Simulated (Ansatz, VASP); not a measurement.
One calculation of C, two programs

```
CELL_PARAMETERS angstrom
0.00000 1.74696 1.74696
1.74696 0.00000 1.74696
1.74696 1.74696 0.00000
ATOMIC_POSITIONS crystal
C 0.75000 0.75000 0.75000
C 0.50000 0.50000 0.50000
```

Alike in both runs: task single point; functional PBEsol; dispersion D4; k mesh 13 × 13 × 13; occupations fermi-dirac, width 0.05 eV; no spin polarisation.

```csv
,VASP,Ansatz
version,VASP 6.6.1,Ansatz 0.2.0
potentials or method,"VASP PAW PBE potentials, release 64 (C)",Ansatz PAW
plane-wave cutoff (eV),520,420
valence electrons in the cell,8,8
```

|  | VASP | Ansatz | Ansatz less VASP |
| --- | --- | --- | --- |
| gap on the k mesh at the Fermi level (eV) | 4.15 | 4.16 | +0.006 |
| least direct gap on the mesh (eV) | 5.71 | 5.71 | +0.002 |
| pressure (GPa) | 23.2 | 21.8 | -1.37 |

VASP's potentials were made for PBE, not for PBEsol.

Noted on Ansatz's run: Pulay correction over one GPa; odd divisions of the mesh miss points on the zone boundary, where band edges often lie, so the gap on the mesh can be too wide.
